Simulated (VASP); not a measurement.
# KMgF3 (Pm-3m) in VASP: further runs

The runs below take KMgF3 through relaxation of cell and atoms, with PBEsol.

Program: VASP 6.6.1. These are calculated values, not measurements. Logs are shortened: lines on timing, memory, paths and dates and some standing lists are left out, and cuts for length are marked.

**1. The cell of the first run**

It takes space group Pm-3m (No. 221, cubic). Conventional cell: a = 3.986 Å, b = 3.986 Å, c = 3.986 Å, α = 90.00°, β = 90.00°, γ = 90.00°. Within 3.7 Å of K (site symmetry m-3m) lie 12 F at 2.82 Å and 8 Mg at 3.45 Å. Within 2.6 Å of Mg (site symmetry m-3m) lie 6 F at 1.99 Å. F (site symmetry 4/mmm) has 2 Mg at 1.99 Å within 2.6 Å.

**2. Relaxation of cell and atoms, PBEsol, target pressure 2 GPa, at which the enthalpy is minimised**

Contents of INCAR:

```
  PREC = Accurate
  ENCUT = 600
  EDIFF = 1E-6
  ISMEAR = -1
  SIGMA = 0.05
  LREAL = F
  LASPH = T
  NELM = 60
  ALGO = Normal
  ISIF = 3
  LWAVE = F
  LCHARG = F
  GGA = PS
  IBRION = 2
  NSW = 60
  EDIFFG = -0.01
  PSTRESS = 20.0
```

Contents of KPOINTS:

```
Automatic mesh
0
Gamma
  7 7 7
```

Contents of POSCAR:

```
KMgF3
1.0
    3.9859000000      0.0000000000      0.0000000000
    0.0000000000      3.9859000000      0.0000000000
    0.0000000000      0.0000000000      3.9859000000
K Mg F
1 1 3
Direct
    0.5000000000      0.5000000000      0.5000000000
    0.0000000000      0.0000000000      0.0000000000
    0.0000000000      0.0000000000      0.5000000000
    0.0000000000      0.5000000000      0.0000000000
    0.5000000000      0.0000000000      0.0000000000
```

Potentials or basis: VASP PAW PBE potentials, release 64 (K_sv, Mg, F).

Command:

```sh
$ cat potpaw_PBE.64/K_sv/POTCAR potpaw_PBE.64/Mg/POTCAR potpaw_PBE.64/F/POTCAR > POTCAR
$ mpirun -np 1 vasp_std > vasp.out
```

OUTCAR:

```text
PREC = Accurate
   ENCUT = 600
   EDIFF = 1E-6
   ISMEAR = -1
   LREAL = F
   LASPH = T
   NELM = 60
   ISIF = 3
   GGA = PS
   IBRION = 2
   NSW = 60
   EDIFFG = -0.01
   PSTRESS = 20.0

 ion  position               nearest neighbor table
   1  0.500  0.500  0.500-   3 2.82   4 2.82   5 2.82   4 2.82   5 2.82   3 2.82   5 2.82   5 2.82
                             3 2.82   4 2.82   4 2.82   3 2.82   2 3.45   2 3.45   2 3.45   2 3.45
   2  0.000  0.000  0.000-   3 1.99   4 1.99   5 1.99   3 1.99   4 1.99   5 1.99   1 3.45   1 3.45
                             1 3.45   1 3.45   1 3.45   1 3.45   1 3.45   1 3.45
   3  0.000  0.000  0.500-   2 1.99   2 1.99   1 2.82   1 2.82   1 2.82   1 2.82
   4  0.000  0.500  0.000-   2 1.99   2 1.99   1 2.82   1 2.82   1 2.82   1 2.82
   5  0.500  0.000  0.000-   2 1.99   2 1.99   1 2.82   1 2.82   1 2.82   1 2.82

  LATTYP: Found a simple cubic cell.
 ALAT       =     3.9859000000

  Lattice vectors:

 A1 = (   3.9859000000,   0.0000000000,   0.0000000000)
 A2 = (   0.0000000000,   3.9859000000,   0.0000000000)
 A3 = (   0.0000000000,   0.0000000000,   3.9859000000)

Analysis of symmetry for initial positions (statically):
=====================================================================
 Subroutine PRICEL returns:
 Original cell was already a primitive cell.

 Routine SETGRP: Setting up the symmetry group for a
 simple cubic supercell.

 Subroutine GETGRP returns: Found 48 space group operations
 (whereof 48 operations were pure point group operations)
 out of a pool of 48 trial point group operations.

The static configuration has the point symmetry O_h .

Analysis of symmetry for dynamics (positions and initial velocities):
=====================================================================
 Subroutine PRICEL returns:
 Original cell was already a primitive cell.

 Routine SETGRP: Setting up the symmetry group for a
 simple cubic supercell.

 Subroutine GETGRP returns: Found 48 space group operations
 (whereof 48 operations were pure point group operations)
 out of a pool of 48 trial point group operations.

The dynamic configuration has the point symmetry O_h .

 Subroutine INISYM returns: Found 48 space group operations
 (whereof 48 operations are pure point group operations),
 and found     1 'primitive' translations

----------------------------------------------------------------------------------------

                                     Primitive cell

  volume of cell :      63.3256

  direct lattice vectors                    reciprocal lattice vectors
     3.985900000  0.000000000  0.000000000     0.250884367  0.000000000  0.000000000
     0.000000000  3.985900000  0.000000000     0.000000000  0.250884367  0.000000000
     0.000000000  0.000000000  3.985900000     0.000000000  0.000000000  0.250884367

  length of vectors
     3.985900000  3.985900000  3.985900000     0.250884367  0.250884367  0.250884367

  position of ions in fractional coordinates (direct lattice)
     0.500000000  0.500000000  0.500000000
     0.000000000  0.000000000  0.000000000
     0.000000000  0.000000000  0.500000000
     0.000000000  0.500000000  0.000000000
     0.500000000  0.000000000  0.000000000

  ion indices of the primitive-cell ions
   primitive index   ion index
                 1           1
                 2           2
                 3           3
                 4           4
                 5           5

----------------------------------------------------------------------------------------

 KPOINTS: Automatic mesh

Automatic generation of k-mesh.
 Grid dimensions read from file:
 generate k-points for:    7    7    7

 Generating k-lattice:

  Cartesian coordinates                     Fractional coordinates (reciprocal lattice)
     0.035840624  0.000000000  0.000000000     0.142857143  0.000000000  0.000000000
     0.000000000  0.035840624  0.000000000     0.000000000  0.142857143  0.000000000
     0.000000000  0.000000000  0.035840624     0.000000000  0.000000000  0.142857143

  Length of vectors
     0.035840624  0.035840624  0.035840624

  Shift w.r.t. Gamma in fractional coordinates (k-lattice)
     0.000000000  0.000000000  0.000000000

 Subroutine IBZKPT returns following result:
 ===========================================

 Found     20 irreducible k-points:

 Following reciprocal coordinates:
            Coordinates               Weight
  0.000000  0.000000  0.000000      1.000000
  0.142857  0.000000  0.000000      6.000000
  0.285714  0.000000  0.000000      6.000000
  0.428571  0.000000  0.000000      6.000000
  0.142857  0.142857  0.000000     12.000000
  0.285714  0.142857  0.000000     24.000000
[... 12 lines left out ...]
  0.428571  0.428571  0.285714     24.000000
  0.428571  0.428571  0.428571      8.000000
   k-points           NKPTS =     20   k-points in BZ     NKDIM =     20   number of bands    NBANDS=     20
   number of dos      NEDOS =    301   number of ions     NIONS =      5
   total plane-waves  NPLWV =  32768
   dimension x,y,z NGX =    32 NGY =   32 NGZ =   32
   dimension x,y,z NGXF=    64 NGYF=   64 NGZF=   64
   ions per type =               1   1   3
   NGX,Y,Z   is equivalent  to a cutoff of  13.35, 13.35, 13.35 a.u.
   NGXF,Y,Z  is equivalent  to a cutoff of  26.69, 26.69, 26.69 a.u.
 SYSTEM =  unknown system
   PREC   = accura    normal or accurate (medium, high low for compatibility)
   ISTART =      0    job   : 0-new  1-cont  2-samecut
   ICHARG =      2    charge: 1-file 2-atom 10-const
   ISPIN  =      1    spin polarized calculation?
   LNONCOLLINEAR =      F non collinear calculations
   LSORBIT =      F    spin-orbit coupling
   LASPH  =      T    aspherical Exc in radial PAW
   ENCUT  =  600.0 eV  44.10 Ry    6.64 a.u.   7.96  7.96  7.96*2*pi/ulx,y,z
   NELM   =     60;   NELMIN=  2; NELMDL= -5     # of ELM steps
   EDIFF  = 0.1E-05   stopping-criterion for ELM
   LREAL  =      F    real-space projection
   EDIFFG = -.1E-01   stopping-criterion for IOM
   NSW    =     60    number of steps for IOM
   IBRION =      2    ionic relax: 0-MD 1-quasi-New 2-CG
   NFREE  =      1    steps in history (QN), initial steepest desc. (CG)
   ISIF   =      3    stress and relaxation
   ISYM   =      2    0-nonsym 1-usesym 2-fastsym
   POTIM  = 0.5000    time-step for ionic-motion
   TEBEG  =    0.0;   TEEND  =   0.0 temperature during run
   PSTRESS=   20.0 pullay stress
   NELECT =      32.0000    total number of electrons
   NUPDOWN=      -1.0000    fix difference up-down
   EMIN   =  10.00;   EMAX   =-10.00  energy-range for DOS
   EFERMI =   0.00;   METHOD = LEGACY
   ISMEAR =    -1;   SIGMA  =   0.05  broadening in eV -4-tet -1-fermi 0-gaus
   EFERMI_NEDOS =   21; number of points for ismear=-14 and -15
   IALGO  =     38    algorithm
   IMIX   =      4    mixing-type and parameters
     AMIX     =   0.40;   BMIX     =  1.00
     AMIX_MAG =   1.60;   BMIX_MAG =  1.00
  volume/ion in A,a.u.               =      12.67        85.47
  Fermi-wavevector in a.u.,A,eV,Ry     =   1.303962  2.464132 23.134232  1.700318
  Thomas-Fermi vector in A             =   2.434930
   LORBIT       =      0    0 simple, 1 ext, 2 COOP (PROOUT), +10 PAW based schemes
   GGA     = PS    functional components
   LHFCALC =     F    Hartree Fock is set to
   AEXX    =    0.0000 exact exchange contribution
   IVDW    =     0    specifies the selected vdW correction
   LEPSILON=     F    determine dielectric tensor
   LRPA    =     F    only Hartree local field effects (RPA)
 conjugate gradient relaxation of ions
 non-spin polarized calculation
  energy-cutoff  :      600.00
  volume of cell :       63.33
 maximum number of plane-waves:      2128
 NGX is ok and might be reduce to    32
   NGX = 15   NGY = 15   NGZ = 15

--------------------------------------- Ionic step        1  -------------------------------------------

 number of electron      32.0000010 magnetization

 Free energy of the ion-electron system (eV)
  ---------------------------------------------------
  ext. energy  EPLUGINS =         0.00000000
  ---------------------------------------------------
  free energy    TOTEN  =       -25.27022443 eV

  energy without entropy =      -25.27022443  energy(sigma->0) =      -25.27022443

 E-fermi :  -0.5444     XC(G=0):  -9.9445

 val. band max:       -1.7429012838   @ k =   0.4286   0.4286   0.4286
 cond. band min:       5.4150823268   @ k =   0.0000   0.0000   0.0000
 fundamental gap:      7.1579836106
 Fermi energy:        -0.5443718225

 k-point     1 :       0.0000    0.0000    0.0000
  band No.  band energies     occupation
      1     -27.1833      2.00000
      2     -21.7215      2.00000
      3     -21.0510      2.00000
      4     -21.0510      2.00000
      5     -10.7484      2.00000
      6     -10.7484      2.00000
[... 12 lines left out ...]
     19       8.2344      0.00000
     20      10.4294      0.00000
[... 975 lines left out ...]
  FREE ENERGIE OF THE ION-ELECTRON SYSTEM (eV)
  ---------------------------------------------------
  free  energy   TOTEN  =       -25.2626847228 eV

  energy  without entropy=      -25.2626847228  energy(sigma->0) =      -25.26268472

  enthalpy is  TOTEN    =       -24.4916101813 eV   P V=        0.7710745415

--------------------------------------- Ionic step        3  -------------------------------------------

 number of electron      31.9999980 magnetization

 Free energy of the ion-electron system (eV)
  ---------------------------------------------------
  ext. energy  EPLUGINS =         0.00000000
  ---------------------------------------------------
  free energy    TOTEN  =       -25.26059274 eV

  energy without entropy =      -25.26059274  energy(sigma->0) =      -25.26059274

 E-fermi :  -0.3687     XC(G=0): -10.0889

 val. band max:       -1.6032445982   @ k =   0.4286   0.4286   0.4286
 cond. band min:       5.7649123625   @ k =   0.0000   0.0000   0.0000
 fundamental gap:      7.3681569607
 Fermi energy:        -0.3687021146

 k-point     1 :       0.0000    0.0000    0.0000
  band No.  band energies     occupation
      1     -26.9890      2.00000
      2     -21.6548      2.00000
      3     -20.9467      2.00000
      4     -20.9467      2.00000
      5     -10.5590      2.00000
      6     -10.5590      2.00000
[... 12 lines left out ...]
     19       8.4074      0.00000
     20      10.6367      0.00000
[... 457 lines left out ...]
 POSITION                                       TOTAL-FORCE (eV/Angst)
 -----------------------------------------------------------------------------------
      1.97459      1.97459      1.97459        -0.000000      0.000000      0.000000
      0.00000      0.00000      0.00000         0.000000     -0.000000      0.000000
     -0.00000      0.00000      1.97459        -0.000000      0.000000      0.000000
     -0.00000      1.97459      0.00000         0.000000     -0.000000      0.000000
      1.97459      0.00000      0.00000         0.000000     -0.000000      0.000000
 -----------------------------------------------------------------------------------
    total drift:                                0.000000      0.000000     -0.000000

  FREE ENERGIE OF THE ION-ELECTRON SYSTEM (eV)
  ---------------------------------------------------
  free  energy   TOTEN  =       -25.2605927415 eV

  energy  without entropy=      -25.2605927415  energy(sigma->0) =      -25.26059274

  enthalpy is  TOTEN    =       -24.4917433692 eV   P V=        0.7688493723

 reached required accuracy - stopping structural energy minimisation
```

Wall time 21 s (1 thread of Intel Xeon 6975P-C (Granite Rapids), shared host); peak memory 0.2 GiB.

Results:

- Free energy: -25.2606 eV
- Relaxed volume: 12.32 Å³/atom
- Relaxed cell: a = 3.949 Å, b = 3.949 Å, c = 3.949 Å, α = 90.00°, β = 90.00°, γ = 90.00°
- Space group after relaxing (to 0.1 Å): Pm-3m (No. 221)
- Energy change on relaxing (the run minimises the enthalpy): +1.9 meV/atom
- Ionic steps: 3
- Pressure after relaxing: 2.0 GPa
- Band gap on the k mesh: 7.37 eV (least direct gap 7.66 eV)

The path:
```csv
step,energy change (eV),largest force (eV/Å),pressure (GPa),volume (Å³)
1,0.0000,0.0000,-0.17,63.33
2,0.0075,0.0000,1.76,61.77
3,0.0096,0.0000,2.00,61.59
```

Final structure:
```
K Mg F
1.0
     3.94918    0.00000    0.00000
     0.00000    3.94918    0.00000
     0.00000    0.00000    3.94918
K Mg F
1 1 3
Cartesian
  1.9746 1.9746 1.9746
  0.0000 0.0000 0.0000
  0.0000 0.0000 1.9746
  0.0000 1.9746 0.0000
  1.9746 0.0000 0.0000
```

Caveat: the cell is relaxed towards a set pressure, so the run minimises the enthalpy, not the energy; the PAW data sets were made with another functional, which shifts forces and pressure a little; an odd mesh through Γ misses points on the zone boundary, where band edges can lie.

**3. Relaxation of cell and atoms, PBEsol, target pressure 5 GPa, at which the enthalpy is minimised**

Contents of INCAR:

```
SYSTEM = KMgF3
ALGO = Normal ; EDIFF = 1E-6
EDIFFG = -0.01 ; ENCUT = 600
GGA = PS ; IBRION = 2
ISIF = 3 ; ISMEAR = -1
LASPH = .True. ; LCHARG = .False.
LREAL = .False. ; LWAVE = .False.
NELM = 60 ; NSW = 60
PREC = Accurate ; PSTRESS = 50.0
SIGMA = 0.05
```

Contents of KPOINTS:

```
k-points
0
Gamma
  7 7 7
  0 0 0
```

POSCAR is that of step 2.

Potentials or basis: VASP PAW PBE potentials, release 64 (K_sv, Mg, F).

Command:

```sh
$ cat potpaw_PBE.64/K_sv/POTCAR potpaw_PBE.64/Mg/POTCAR potpaw_PBE.64/F/POTCAR > POTCAR
$ mpirun -np 1 vasp_std > vasp.out
```

Wall time 21 s (1 thread of Intel Xeon 6975P-C (Granite Rapids), shared host); peak memory 0.2 GiB.

The run converged. Its results:

```yaml
Free_energy: -25.2167 eV
Relaxed_volume: 11.91 Å³/atom
Relaxed_cell: a = 3.905 Å, b = 3.905 Å, c = 3.905 Å, α = 90.00°, β = 90.00°, γ = 90.00°
Space_group_after_relaxing_to_0.1_Å: Pm-3m (No. 221)
Energy_change_on_relaxing_the_run_minimises_the_enthalpy: +10.7 meV/atom
Ionic_steps: 3
Pressure_after_relaxing: 5.0 GPa
Band_gap_on_the_k_mesh: 7.63 eV (least direct gap 7.92 eV)
```

The path:
```tsv
step	energy change (eV)	largest force (eV/Å)	pressure (GPa)	volume (Å³)
1	0.0000	0.0000	-0.17	63.33
2	0.0504	0.0000	4.83	59.66
3	0.0536	0.0000	5.00	59.55
```

Final structure:
```cif
data_structure
_symmetry_space_group_name_H-M 'P 1'
_symmetry_Int_Tables_number 1
_cell_length_a 3.9052
_cell_length_b 3.9052
_cell_length_c 3.9052
_cell_angle_alpha 90.000
_cell_angle_beta 90.000
_cell_angle_gamma 90.000
_cell_volume 59.55
loop_
_atom_site_label
_atom_site_type_symbol
_atom_site_fract_x
_atom_site_fract_y
_atom_site_fract_z
_atom_site_occupancy
K1 K 0.50000 0.50000 0.50000 1
Mg1 Mg 0.00000 0.00000 0.00000 1
F1 F 0.00000 0.00000 0.50000 1
F2 F 0.00000 0.50000 0.00000 1
F3 F 0.50000 0.00000 0.00000 1
```

Levels at points of the mesh, in eV from the valence-band top:
| k point | band 13 | band 14 | band 15 | band 16 | band 17 | band 18 | band 19 | band 20 |
| --- | --- | --- | --- | --- | --- | --- | --- | --- |
| (0.00, 0.00, 0.00) | -0.66 | -0.29 | -0.29 | -0.29 | 7.63 | 10.05 | 10.05 | 12.32 |

Caveat: the cell is relaxed towards a set pressure, so the run minimises the enthalpy, not the energy; the PAW data sets were made with another functional, which shifts forces and pressure a little; an odd mesh through Γ misses points on the zone boundary, where band edges can lie.
